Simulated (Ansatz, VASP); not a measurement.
# One calculation of ZnSe, two programs

INCAR

```
PREC = Accurate
ENCUT = 520
EDIFF = 1E-6
ISMEAR = 0
SIGMA = 0.01
LREAL = F
LASPH = T
NELM = 100
ALGO = Normal
ISIF = 2
LWAVE = F
LCHARG = T
GGA = CA
LELF = T
LVHAR = T
NBANDS = 16
```

The input KPOINTS:

```
regular mesh
0
Gamma
  8 8 8
```

Contents of POSCAR:

```
ZnSe
1.0
    2.6489603204      2.6489603204      0.0000000000
   -2.6489603204      2.6489603204      0.0000000000
    0.0000000000      2.6489603204      2.6489603204
Zn Se
1 1
Direct
    0.0000000000      0.0000000000      0.0000000000
    0.7500000000      0.2500000000      0.5000000000
```

Input for Ansatz:

```yaml
crystal:
  lattice:
    - [2.64896032038, 2.64896032038, 0.0]
    - [-2.64896032038, 2.64896032038, 0.0]
    - [0.0, 2.64896032038, 2.64896032038]
  atoms:
    - { symbol: Zn, position: [0.0, 0.0, 0.0] }
    - { symbol: Se, position: [0.75, 0.25, 0.5] }
kpoints:
  mp_grid: { grid: [8, 8, 8] }
scf:
  occupations: { method: fixed }
  convergence: { dr2_threshold: 1.0e-10 }
hamiltonian:
  xc: lda
  pseudopotentials: { kind: all_electron, lapw: { basis_error: 0.0005 } }
output:
  forces: true
  stress: true
  eigenstates:
    kpoints:
      - [0.0, 0.0, 0.0]
      - [-0.5, -0.5, -0.5]
      - [-0.5, 0.5, 0.0]
      - [0.0, 0.0, -0.5]
      - [0.0, -0.5, -0.5]
      - [0.0, 0.5, 0.0]
      - [-0.5, 0.0, 0.0]
      - [-0.5, 0.0, -0.5]
  eigenvalues: true
```

Alike in both runs: task single point; functional LDA; k mesh 8 × 8 × 8; no spin polarisation.

```csv
,VASP,Ansatz
version,VASP 6.6.1,Ansatz 0.2.0
potentials or method,"VASP PAW LDA potentials, release 64 (Zn, Se), cutoff 520 eV","all-electron LAPW, scalar-relativistic"
occupations,"gaussian, width 0.01 eV",fixed
```

Ansatz gave:

- gap on the k mesh at the Fermi level (eV): 1.90
- pressure (GPa): 15.0

Task: What did VASP give for the same quantities?

Result: gap on the k mesh at the Fermi level (eV): 1.95; pressure (GPa): 15.6.

LDA's correlation is that of Perdew and Zunger in VASP and of Perdew and Wang (1992) in Ansatz. Ansatz ran all-electron here, and VASP with PAW potentials.
